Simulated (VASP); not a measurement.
# Ag (P6/mmm) in VASP: notebook

Ag is run at these levels: PBE; tasks: single point.

Everything below comes from runs of VASP 6.6.1. Logs are shortened: lines on timing, memory, paths and dates and some standing lists are left out, and cuts for length are marked.

### Step 1. The cell of the first run

It takes space group P6/mmm (No. 191, hexagonal). Conventional cell: a = 4.908 Å, b = 4.908 Å, c = 2.940 Å, α = 90.00°, β = 90.00°, γ = 120.00°. Within 3.9 Å of Ag (site symmetry 6/mmm) lie 14 Ag at 2.94 to 3.19 Å. Within 3.7 Å of Ag (site symmetry -6m2) lie 11 Ag at 2.83 to 3.19 Å.

### Step 2. Single point, PBE (volume scaled by 1.12)

INCAR

```
SYSTEM = Ag
PREC = Accurate ; ENCUT = 520
EDIFF = 1E-7 ; ISMEAR = -1
SIGMA = 0.1 ; LREAL = .False.
LASPH = .True. ; NELM = 60
ALGO = Normal ; ISIF = 2
LWAVE = .False. ; LCHARG = .True.
GGA = PE ; LELF = .True.
LVHAR = .True. ; NBANDS = 24
```

KPOINTS

```
Automatic mesh
0
Gamma
  9 9 13
  0 0 0
```

POSCAR

```
Ag
1.0
    4.9079553776      0.0000000000      0.0000000000
   -2.4539776888      4.2504140376      0.0000000000
    0.0000000000      0.0000000000      2.9398079238
Ag
3
Direct
    0.0000000000      1.0000000000      0.0000000000
    0.3333333333      0.6666666667      0.5000000000
    0.6666666667      0.3333333333      0.5000000000
```

Potentials or basis: VASP PAW PBE potentials, release 64 (Ag).

Command:

```console
> cat potpaw_PBE.64/Ag/POTCAR > POTCAR
> mpirun -np 1 vasp_std > vasp.out
```

OUTCAR:

```text
SYSTEM = Ag
   PREC = Accurate
   ENCUT = 520
   EDIFF = 1E-7
   ISMEAR = -1
   LREAL = .False.
   LASPH = .True.
   NELM = 60
   ISIF = 2
   GGA = PE

 ion  position               nearest neighbor table
   1  0.000  0.000  0.000-   2 3.19   3 3.19   2 3.19   3 3.19   2 3.19   2 3.19   3 3.19   3 3.19
                             3 3.19   3 3.19   2 3.19   2 3.19
   2  0.333  0.667  0.500-   3 2.83   3 2.83   3 2.83   1 3.19   1 3.19   1 3.19   1 3.19   1 3.19
                             1 3.19
   3  0.667  0.333  0.500-   2 2.83   2 2.83   2 2.83   1 3.19   1 3.19   1 3.19   1 3.19   1 3.19
                             1 3.19

  LATTYP: Found a hexagonal cell.
 ALAT       =     4.9079553776
 C/A-ratio  =     0.5989883154

  Lattice vectors:

 A1 = (   4.9079553776,   0.0000000000,   0.0000000000)
 A2 = (  -2.4539776888,   4.2504140376,   0.0000000000)
 A3 = (   0.0000000000,   0.0000000000,   2.9398079238)

Analysis of symmetry for initial positions (statically):
=====================================================================
 Subroutine PRICEL returns:
 Original cell was already a primitive cell.

 Routine SETGRP: Setting up the symmetry group for a
 hexagonal supercell.

 Subroutine GETGRP returns: Found 24 space group operations
 (whereof 24 operations were pure point group operations)
 out of a pool of 24 trial point group operations.

The static configuration has the point symmetry D_6h.

Analysis of symmetry for dynamics (positions and initial velocities):
=====================================================================
 Subroutine PRICEL returns:
 Original cell was already a primitive cell.

 Routine SETGRP: Setting up the symmetry group for a
 hexagonal supercell.

 Subroutine GETGRP returns: Found 24 space group operations
 (whereof 24 operations were pure point group operations)
 out of a pool of 24 trial point group operations.

The dynamic configuration has the point symmetry D_6h.

 Subroutine INISYM returns: Found 24 space group operations
 (whereof 24 operations are pure point group operations),
 and found     1 'primitive' translations

----------------------------------------------------------------------------------------

                                     Primitive cell

  volume of cell :      61.3269

  direct lattice vectors                    reciprocal lattice vectors
     4.907955378  0.000000000  0.000000000     0.203750834  0.117635599  0.000000000
    -2.453977689  4.250414038  0.000000000     0.000000000  0.235271197  0.000000000
     0.000000000  0.000000000  2.939807924     0.000000000  0.000000000  0.340158278

  length of vectors
     4.907955378  4.907955378  2.939807924     0.235271197  0.235271197  0.340158278

  position of ions in fractional coordinates (direct lattice)
     0.000000000  0.000000000  0.000000000
     0.333333333  0.666666667  0.500000000
     0.666666667  0.333333333  0.500000000

  ion indices of the primitive-cell ions
   primitive index   ion index
                 1           1
                 2           2
                 3           3

----------------------------------------------------------------------------------------

 KPOINTS: Automatic mesh

Automatic generation of k-mesh.
 Grid dimensions read from file:
 generate k-points for:    9    9   13

 Generating k-lattice:

  Cartesian coordinates                     Fractional coordinates (reciprocal lattice)
     0.022638982  0.013070622  0.000000000     0.111111111  0.000000000  0.000000000
     0.000000000  0.026141244  0.000000000     0.000000000  0.111111111  0.000000000
     0.000000000  0.000000000  0.026166021     0.000000000  0.000000000  0.076923077

  Length of vectors
     0.026141244  0.026141244  0.026166021

  Shift w.r.t. Gamma in fractional coordinates (k-lattice)
     0.000000000  0.000000000  0.000000000

 Subroutine IBZKPT returns following result:
 ===========================================

 Found     84 irreducible k-points:

 Following reciprocal coordinates:
            Coordinates               Weight
  0.000000  0.000000  0.000000      1.000000
  0.111111 -0.000000  0.000000      6.000000
  0.222222 -0.000000  0.000000      6.000000
  0.333333  0.000000  0.000000      6.000000
  0.444444 -0.000000  0.000000      6.000000
  0.111111  0.111111  0.000000      6.000000
[... 16 lines left out ...]
  0.333333  0.222222  0.076923     24.000000
  0.333333  0.333333  0.076923      4.000000
 [... further k-points ...]
   k-points           NKPTS =     84   k-points in BZ     NKDIM =     84   number of bands    NBANDS=     24
   number of dos      NEDOS =    301   number of ions     NIONS =      3
   total plane-waves  NPLWV =  38400
   dimension x,y,z NGX =    40 NGY =   40 NGZ =   24
   dimension x,y,z NGXF=    80 NGYF=   80 NGZF=   48
   ions per type =               3
   NGX,Y,Z   is equivalent  to a cutoff of  13.55, 13.55, 13.57 a.u.
   NGXF,Y,Z  is equivalent  to a cutoff of  27.10, 27.10, 27.14 a.u.
 SYSTEM =  Ag
   PREC   = accura    normal or accurate (medium, high low for compatibility)
   ISTART =      0    job   : 0-new  1-cont  2-samecut
   ICHARG =      2    charge: 1-file 2-atom 10-const
   ISPIN  =      1    spin polarized calculation?
   LNONCOLLINEAR =      F non collinear calculations
   LSORBIT =      F    spin-orbit coupling
   LASPH  =      T    aspherical Exc in radial PAW
   ENCUT  =  520.0 eV  38.22 Ry    6.18 a.u.   9.13  9.13  5.47*2*pi/ulx,y,z
   NELM   =     60;   NELMIN=  2; NELMDL= -5     # of ELM steps
   EDIFF  = 0.1E-06   stopping-criterion for ELM
   LREAL  =      F    real-space projection
   EDIFFG = 0.1E-05   stopping-criterion for IOM
   NSW    =      0    number of steps for IOM
   IBRION =     -1    ionic relax: 0-MD 1-quasi-New 2-CG
   NFREE  =      0    steps in history (QN), initial steepest desc. (CG)
   ISIF   =      2    stress and relaxation
   ISYM   =      2    0-nonsym 1-usesym 2-fastsym
   POTIM  = 0.5000    time-step for ionic-motion
   TEBEG  =    0.0;   TEEND  =   0.0 temperature during run
   PSTRESS=    0.0 pullay stress
   NELECT =      33.0000    total number of electrons
   NUPDOWN=      -1.0000    fix difference up-down
   EMIN   =  10.00;   EMAX   =-10.00  energy-range for DOS
   EFERMI =   0.00;   METHOD = LEGACY
   ISMEAR =    -1;   SIGMA  =   0.10  broadening in eV -4-tet -1-fermi 0-gaus
   EFERMI_NEDOS =   21; number of points for ismear=-14 and -15
   IALGO  =     38    algorithm
   IMIX   =      4    mixing-type and parameters
     AMIX     =   0.40;   BMIX     =  1.00
     AMIX_MAG =   1.60;   BMIX_MAG =  1.00
  volume/ion in A,a.u.               =      20.44       137.95
  Fermi-wavevector in a.u.,A,eV,Ry     =   1.331566  2.516294 24.124038  1.773067
  Thomas-Fermi vector in A             =   2.460567
   LORBIT       =      0    0 simple, 1 ext, 2 COOP (PROOUT), +10 PAW based schemes
   GGA     = PE    functional components
   LHFCALC =     F    Hartree Fock is set to
   AEXX    =    0.0000 exact exchange contribution
   IVDW    =     0    specifies the selected vdW correction
   LEPSILON=     F    determine dielectric tensor
   LRPA    =     F    only Hartree local field effects (RPA)
 non-spin polarized calculation
  energy-cutoff  :      520.00
  volume of cell :       61.33
 maximum number of plane-waves:      1668
 NGX is ok and might be reduce to    40
   NGX = 19   NGY = 19   NGZ = 11

 number of electron      33.0000005 magnetization

 Free energy of the ion-electron system (eV)
  ---------------------------------------------------
  ext. energy  EPLUGINS =         0.00000000
  ---------------------------------------------------
  free energy    TOTEN  =        -7.81286247 eV

  energy without entropy =       -7.78355139  energy(sigma->0) =       -7.79820693

 E-fermi :   6.1844     XC(G=0): -11.1520

 val. band max:        6.1244157131   @ k =   0.3333   0.2222   0.2308
 cond. band min:       6.1958878550   @ k =   0.2222   0.2222   0.4615
 fundamental gap:      0.0714721420
 Fermi energy:         6.1844326788

 k-point     1 :       0.0000    0.0000    0.0000
  band No.  band energies     occupation
      1      -0.3818      2.00000
      2       0.7525      2.00000
      3       1.5624      2.00000
      4       1.6921      2.00000
      5       1.7846      2.00000
      6       1.7846      2.00000
[... 16 lines left out ...]
     23      17.3765      0.00000
     24      22.7048      0.00000

 k-point     2 :       0.1111   -0.0000    0.0000
  band No.  band energies     occupation
      1      -0.2652      2.00000
      2       0.7795      2.00000
      3       1.4885      2.00000
      4       1.5432      2.00000
      5       1.6140      2.00000
      6       1.6972      2.00000
[... 16 lines left out ...]
     23      17.5610      0.00000
     24      22.6632      0.00000

 k-point     3 :       0.2222   -0.0000    0.0000
  band No.  band energies     occupation
      1       0.0685      2.00000
      2       0.8498      2.00000
      3       1.1890      2.00000
      4       1.4544      2.00000
      5       1.4816      2.00000
      6       1.6493      2.00000
[... 16 lines left out ...]
     23      18.0984      0.00000
     24      21.3998      0.00000

 k-point     4 :       0.3333    0.0000    0.0000
  band No.  band energies     occupation
      1       0.5449      2.00000
      2       0.8595      2.00000
      3       1.0511      2.00000
      4       1.3665      2.00000
      5       1.4223      2.00000
      6       1.5835      2.00000
[... 16 lines left out ...]
     23      18.9472      0.00000
     24      19.8077      0.00000

 k-point     5 :       0.4444   -0.0000    0.0000
  band No.  band energies     occupation
      1       0.7095      2.00000
      2       1.0188      2.00000
      3       1.1431      2.00000
      4       1.2947      2.00000
      5       1.4086      2.00000
      6       1.5363      2.00000
[... 451 lines left out ...]
 k-point    22 :       0.2222    0.2222    0.0769
  band No.  band energies     occupation
      1       0.7439      2.00000
      2       0.9838      2.00000
      3       1.1311      2.00000
      4       1.1737      2.00000
      5       1.4546      2.00000
      6       1.6467      2.00000
[... 16 lines left out ...]
     23      17.7377      0.00000
     24      18.1268      0.00000

 k-point    23 :       0.3333    0.2222    0.0769
  band No.  band energies     occupation
      1       0.7286      2.00000
      2       1.0527      2.00000
      3       1.1439      2.00000
      4       1.2905      2.00000
      5       1.3895      2.00000
      6       1.5900      2.00000
[... 16 lines left out ...]
     23      18.9575      0.00000
     24      19.0369      0.00000

 k-point    24 :       0.3333    0.3333    0.0769
  band No.  band energies     occupation
      1       0.6945      2.00000
      2       1.0874      2.00000
      3       1.0874      2.00000
      4       1.3512      2.00000
      5       1.3512      2.00000
      6       1.5691      2.00000
[... 16 lines left out ...]
     23      19.7795      0.00000
     24      19.7946      0.00000

 [... further k-points ...]
[... 5 lines left out ...]
  --------------------------------------------------------------------------------------
  -------------------------------------------------------------------------------------
  Total       -2.7179310     -2.7179310     -2.7075572      0.0000000     -0.0000000      0.0000000
  in kB      -71.0065183    -71.0065183    -70.7354997      0.0000000     -0.0000000      0.0000000
  external PRESSURE =     -70.9161788 kB  Pullay stress =       0.0000000 kB

 VOLUME and BASIS-vectors are now :
 -----------------------------------------------------------------------------
  energy-cutoff  :      520.00
  volume of cell :       61.33
      direct lattice vectors                 reciprocal lattice vectors
     4.907955378  0.000000000  0.000000000     0.203750834  0.117635599  0.000000000
    -2.453977689  4.250414038  0.000000000     0.000000000  0.235271197  0.000000000
     0.000000000  0.000000000  2.939807924     0.000000000  0.000000000  0.340158278

 POSITION                                       TOTAL-FORCE (eV/Angst)
 -----------------------------------------------------------------------------------
      0.00000      0.00000      0.00000         0.000000      0.000000     -0.000000
     -0.00000      2.83361      1.46990        -0.000000      0.000000     -0.000000
      2.45398      1.41680      1.46990         0.000000     -0.000000      0.000000
 -----------------------------------------------------------------------------------
    total drift:                                0.000000     -0.000000      0.000000

  FREE ENERGIE OF THE ION-ELECTRON SYSTEM (eV)
  ---------------------------------------------------
  free  energy   TOTEN  =        -7.8128624701 eV

  energy  without entropy=       -7.7835513856  energy(sigma->0) =       -7.79820693
```

Wall time 57 s (1 thread of Intel Xeon Platinum 8488C (Sapphire Rapids), shared host); peak memory 0.24 GiB.

Results:

- Free energy: -7.8129 eV
- Pressure: -7.1 GPa

Levels at points of the mesh, in eV from the Fermi level:
| k point | band 12 | band 13 | band 14 | band 15 | band 16 | band 17 | band 18 | band 19 | band 20 | band 21 |
| --- | --- | --- | --- | --- | --- | --- | --- | --- | --- | --- |
| (0.00, 0.00, 0.00) | -3.69 | -3.63 | -3.63 | -2.88 | -2.88 | 4.08 | 4.11 | 4.11 | 4.12 | 4.12 |

(Part 1 of 2 ends here.)
